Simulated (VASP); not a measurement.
# BaH2 (P6_3/mmc) in VASP: a series of runs

Runs on BaH2. Level: PBEsol. Tasks: relaxation of shape and atoms at fixed volume, relaxation of cell and atoms.

All numbers are computed with VASP 6.6.1; they aren't measurements. Logs are shortened: lines on timing, memory, paths and dates and some standing lists are left out, and cuts for length are marked.

**1. The cell of the first run**

Symmetry: P6_3/mmc, No. 194, hexagonal system. Conventional cell: a = 4.308 Å, b = 4.308 Å, c = 5.643 Å, α = 90.00°, β = 90.00°, γ = 120.00°. Within 3.3 Å of Ba (site symmetry -6m2) lie 11 H at 2.49 to 2.86 Å. H (site symmetry -6m2) has 5 Ba at 2.49 to 2.82 Å and 6 H at 2.86 Å within 3.3 Å. H (site symmetry -3m) has 8 H at 2.82 to 2.86 Å and 6 Ba at 2.86 Å within 3.7 Å.

**2. Relaxation of shape and atoms at fixed volume, PBEsol (15.12 Å³/atom)**

Input file INCAR:

```
  ALGO = Normal
  EDIFF = 1E-6
  EDIFFG = -0.01
  ENCUT = 600
  GGA = PS
  IBRION = 2
  ISIF = 4
  ISMEAR = 0
  LASPH = True
  LCHARG = False
  LREAL = False
  LWAVE = False
  NELM = 100
  NSW = 50
  PREC = Accurate
  SIGMA = 0.02
```

Input file KPOINTS:

```
k-points
0
Gamma
  6 6 6
```

Input file POSCAR:

```
BaH2
1.0
    4.3082847523      0.0000000000      0.0000000000
   -2.1541423762      3.7310840422      0.0000000000
    0.0000000000      0.0000000000      5.6431663843
Ba H
2 4
Direct
    0.6666666667      0.3333333333      0.7500000000
    0.3333333333      0.6666666667      0.2500000000
    0.3333333333      0.6666666667      0.7500000000
    0.6666666667      0.3333333333      0.2500000000
    0.0000000000      0.0000000000      0.5000000000
    0.0000000000      0.0000000000      0.0000000000
```

Potentials or basis: VASP PAW PBE potentials, release 64 (Ba_sv, H).

The run is started by

```
cat potpaw_PBE.64/Ba_sv/POTCAR potpaw_PBE.64/H/POTCAR > POTCAR
mpirun -np 1 vasp_std > vasp.out
```

OUTCAR:

```text
EDIFF = 1E-6
   EDIFFG = -0.01
   ENCUT = 600
   GGA = PS
   IBRION = 2
   ISIF = 4
   ISMEAR = 0
   LASPH = True
   LREAL = False
   NELM = 100
   NSW = 50
   PREC = Accurate

 ion  position               nearest neighbor table
   1  0.667  0.333  0.750-   3 2.49   3 2.49   3 2.49   2 3.76   2 3.76   2 3.76   2 3.76   2 3.76
                             2 3.76
   2  0.333  0.667  0.250-   4 2.49   4 2.49   4 2.49   1 3.76   1 3.76   1 3.76   1 3.76   1 3.76
                             1 3.76
   3  0.333  0.667  0.750-   1 2.49   1 2.49   1 2.49
   4  0.667  0.333  0.250-   2 2.49   2 2.49   2 2.49
   5  0.000  0.000  0.500-
   6  0.000  0.000  0.000-

  LATTYP: Found a hexagonal cell.
 ALAT       =     4.3082847523
 C/A-ratio  =     1.3098406231

  Lattice vectors:

 A1 = (   4.3082847523,   0.0000000000,   0.0000000000)
 A2 = (  -2.1541423762,   3.7310840422,   0.0000000000)
 A3 = (   0.0000000000,   0.0000000000,   5.6431663843)

Analysis of symmetry for initial positions (statically):
=====================================================================
 Subroutine PRICEL returns:
 Original cell was already a primitive cell.

 Routine SETGRP: Setting up the symmetry group for a
 hexagonal supercell.

 Subroutine GETGRP returns: Found 24 space group operations
 (whereof 12 operations were pure point group operations)
 out of a pool of 24 trial point group operations.

The static configuration has the point symmetry D_3d.
 The point group associated with its full space group is D_6h.

Analysis of symmetry for dynamics (positions and initial velocities):
=====================================================================
 Subroutine PRICEL returns:
 Original cell was already a primitive cell.

 Routine SETGRP: Setting up the symmetry group for a
 hexagonal supercell.

 Subroutine GETGRP returns: Found 24 space group operations
 (whereof 12 operations were pure point group operations)
 out of a pool of 24 trial point group operations.

The dynamic configuration has the point symmetry D_3d.
 The point group associated with its full space group is D_6h.

 Subroutine INISYM returns: Found 24 space group operations
 (whereof 12 operations are pure point group operations),
 and found     1 'primitive' translations

----------------------------------------------------------------------------------------

                                     Primitive cell

[... 108 lines left out ...]
   PSTRESS=    0.0 pullay stress
   NELECT =      24.0000    total number of electrons
   NUPDOWN=      -1.0000    fix difference up-down
   EMIN   =  10.00;   EMAX   =-10.00  energy-range for DOS
   EFERMI =   0.00;   METHOD = LEGACY
   ISMEAR =     0;   SIGMA  =   0.02  broadening in eV -4-tet -1-fermi 0-gaus
   EFERMI_NEDOS =   21; number of points for ismear=-14 and -15
   IALGO  =     38    algorithm
   IMIX   =      4    mixing-type and parameters
     AMIX     =   0.40;   BMIX     =  1.00
     AMIX_MAG =   1.60;   BMIX_MAG =  1.00
  volume/ion in A,a.u.               =      15.12       102.03
  Fermi-wavevector in a.u.,A,eV,Ry     =   1.050972  1.986049 15.028208  1.104542
  Thomas-Fermi vector in A             =   2.185997
   LORBIT       =      0    0 simple, 1 ext, 2 COOP (PROOUT), +10 PAW based schemes
   GGA     = PS    functional components
   LHFCALC =     F    Hartree Fock is set to
   AEXX    =    0.0000 exact exchange contribution
   IVDW    =     0    specifies the selected vdW correction
   LEPSILON=     F    determine dielectric tensor
   LRPA    =     F    only Hartree local field effects (RPA)
 conjugate gradient relaxation of ions
 non-spin polarized calculation
 Gauss-broadening in eV      SIGMA  =   0.02
  energy-cutoff  :      600.00
  volume of cell :       90.71
 maximum number of plane-waves:      3053
 NGX is ok and might be reduce to    36
   NGX = 17   NGY = 17   NGZ = 23

--------------------------------------- Ionic step        1  -------------------------------------------

 number of electron      24.0000001 magnetization

 Free energy of the ion-electron system (eV)
  ---------------------------------------------------
  ext. energy  EPLUGINS =         0.00000000
  ---------------------------------------------------
  free energy    TOTEN  =       -20.38531157 eV

  energy without entropy =      -20.38531157  energy(sigma->0) =      -20.38531157

------------------------ aborting loop because EDIFF is reached ----------------------------------------

  FORCE on cell =-STRESS in cart. coord.  units (eV):
  Direction    XX          YY          ZZ          XY          YZ          ZX
  --------------------------------------------------------------------------------------
  -------------------------------------------------------------------------------------
  Total        2.1310164      2.1310164      1.7827122     -0.0000000      0.0000000      0.0000000
  in kB       37.6387403     37.6387403     31.4868733     -0.0000000      0.0000000      0.0000000
  external PRESSURE =      35.5881180 kB  Pullay stress =       0.0000000 kB
[... 67 lines left out ...]
--------------------------------------- Ionic step        3  -------------------------------------------

 number of electron      24.0000000 magnetization

 Free energy of the ion-electron system (eV)
  ---------------------------------------------------
  ext. energy  EPLUGINS =         0.00000000
  ---------------------------------------------------
  free energy    TOTEN  =       -20.38619201 eV

  energy without entropy =      -20.38619201  energy(sigma->0) =      -20.38619201

 E-fermi :   1.7724     XC(G=0):  -9.4043

 val. band max:        1.6021325100   @ k =   0.0000   0.0000   0.1667
 cond. band min:       3.2207584511   @ k =   0.3333   0.3333   0.5000
 fundamental gap:      1.6186259411
 Fermi energy:         1.7724042770

 k-point     1 :       0.0000    0.0000    0.0000
  band No.  band energies     occupation
      1     -25.2743      2.00000
      2     -24.9345      2.00000
      3     -11.3870      2.00000
      4     -10.2797      2.00000
      5     -10.2797      2.00000
      6      -9.8587      2.00000
[... 433 lines left out ...]
      3     -11.1770      2.00000
      4     -11.1770      2.00000
      5     -10.1781      2.00000
      6     -10.1781      2.00000
[... 8 lines left out ...]
     15       5.2616      0.00000
     16       5.2616      0.00000

 [... further k-points ...]

------------------------ aborting loop because EDIFF is reached ----------------------------------------

  FORCE on cell =-STRESS in cart. coord.  units (eV):
  Direction    XX          YY          ZZ          XY          YZ          ZX
  --------------------------------------------------------------------------------------
  -------------------------------------------------------------------------------------
  Total        1.9923484      1.9923484      1.9177136     -0.0000000      0.0000000     -0.0000000
  in kB       35.1895391     35.1895391     33.8713139     -0.0000000      0.0000000     -0.0000000
  external PRESSURE =      34.7501307 kB  Pullay stress =       0.0000000 kB
[... 21 lines left out ...]
  FREE ENERGIE OF THE ION-ELECTRON SYSTEM (eV)
  ---------------------------------------------------
  free  energy   TOTEN  =       -20.3861920075 eV

  energy  without entropy=      -20.3861920075  energy(sigma->0) =      -20.38619201

 reached required accuracy - stopping structural energy minimisation
```

Wall time 2.8 min (1 thread of Intel Xeon 8259CL, shared host); peak memory 0.26 GiB.

Results:

```
Free energy               : -20.3862 eV
Energy gained by relaxing : 0.1 meV/atom
Ionic steps               : 3
Pressure after relaxing   : 3.5 GPa
Band gap on the k mesh    : 1.62 eV (least direct gap 2.36 eV)
```

Stress tensor (GPa, compression positive):
```
3.52 0.00 0.00
0.00 3.52 0.00
0.00 0.00 3.39
```

Step by step:
```csv
step,energy change (eV),largest force (eV/Å),pressure (GPa),volume (Å³)
1,0.0000,0.0000,3.56,90.71
2,-0.0005,0.0000,3.51,90.71
3,-0.0009,0.0000,3.48,90.71
```

Final structure:
```
Ba H
1.0
     4.31719    0.00000    0.00000
    -2.15859    3.73880    0.00000
     0.00000    0.00000    5.61991
Ba H
2 4
Direct
  0.66667 0.33333 0.75000
  0.33333 0.66667 0.25000
  0.33333 0.66667 0.75000
  0.66667 0.33333 0.25000
  0.00000 0.00000 0.50000
  0.00000 0.00000 0.00000
```

Caveat: the PAW data sets were made with another functional, which shifts forces and pressure a little; spin-orbit coupling is left out, which moves the levels of the heavy elements.

**3. Relaxation of shape and atoms at fixed volume, PBEsol (15.60 Å³/atom)**

This run uses another cell than the first one, of 15.60 Å³/atom.

Input file INCAR:

```
PREC = Accurate
ENCUT = 600
EDIFF = 1E-6
ISMEAR = 0
SIGMA = 0.02
LREAL = F
LASPH = T
NELM = 100
ALGO = Normal
ISIF = 4
LWAVE = F
LCHARG = F
GGA = PS
IBRION = 2
NSW = 50
EDIFFG = -0.01
```

Input file KPOINTS:

```
regular mesh
0
Gamma
  6 6 6
```

POSCAR: that of step 2 with these lines changed.

```diff
@@ -2,5 +2,5 @@
 1.0
-    4.3082847523      0.0000000000      0.0000000000
-   -2.1541423762      3.7310840422      0.0000000000
-    0.0000000000      0.0000000000      5.6431663843
+    4.3403251103      0.0000000000      0.0000000000
+   -2.1701625552      3.7588318062      0.0000000000
+    0.0000000000      0.0000000000      5.7376098435
 Ba H
```

Potentials or basis: VASP PAW PBE potentials, release 64 (Ba_sv, H).

The run is started by

```
cat potpaw_PBE.64/Ba_sv/POTCAR potpaw_PBE.64/H/POTCAR > POTCAR
mpirun -np 1 vasp_std > vasp.out
```

Run time: 3.5 min. Hardware: 1 thread of Intel Xeon 8259CL, shared host; peak memory 0.27 GiB.

Results (log left out):

```yaml
Free_energy: -20.4357 eV
Energy_gained_by_relaxing: 0.2 meV/atom
Ionic_steps: 5
Pressure_after_relaxing: 2.0 GPa
Band_gap_on_the_k_mesh: 1.58 eV (least direct gap 2.39 eV)
```

Step by step:
```tsv
step	energy change (eV)	largest force (eV/Å)	pressure (GPa)	volume (Å³)
1	0.0000	0.0000	2.14	93.61
2	-0.0006	0.0000	2.10	93.61
3	-0.0011	0.0000	2.05	93.61
4	-0.0007	0.0000	1.96	93.61
5	-0.0012	0.0000	2.02	93.61
```

Final structure:
```cif
data_structure
_symmetry_space_group_name_H-M 'P 1'
_symmetry_Int_Tables_number 1
_cell_length_a 4.3537
_cell_length_b 4.3537
_cell_length_c 5.7025
_cell_angle_alpha 90.000
_cell_angle_beta 90.000
_cell_angle_gamma 120.000
_cell_volume 93.61
loop_
_atom_site_label
_atom_site_type_symbol
_atom_site_fract_x
_atom_site_fract_y
_atom_site_fract_z
_atom_site_occupancy
Ba1 Ba 0.66667 0.33333 0.75000 1
Ba2 Ba 0.33333 0.66667 0.25000 1
H1 H 0.33333 0.66667 0.75000 1
H2 H 0.66667 0.33333 0.25000 1
H3 H 0.00000 0.00000 0.50000 1
H4 H 0.00000 0.00000 0.00000 1
```

Levels at points of the mesh, in eV from the valence-band top:
| k point | band 8 | band 9 | band 10 | band 11 | band 12 | band 13 | band 14 | band 15 | band 16 |
| --- | --- | --- | --- | --- | --- | --- | --- | --- | --- |
| (0.00, 0.00, 0.00) | -11.42 | -4.53 | -3.27 | -0.22 | -0.02 | 2.67 | 2.67 | 3.75 | 3.75 |
| (0.50, 0.00, 0.00) | -11.55 | -2.89 | -2.29 | -1.61 | -1.56 | 2.43 | 4.06 | 4.39 | 5.62 |
| (0.00, 0.00, 0.50) | -11.75 | -3.28 | -3.28 | -0.42 | -0.42 | 2.45 | 2.45 | 2.45 | 2.45 |
| (0.50, 0.00, 0.50) | -11.65 | -2.47 | -2.47 | -1.17 | -1.17 | 2.50 | 2.50 | 4.03 | 4.03 |

Caveat: the PAW data sets were made with another functional, which shifts forces and pressure a little; spin-orbit coupling is left out, which moves the levels of the heavy elements.

(Continued in part 2 of 3.)
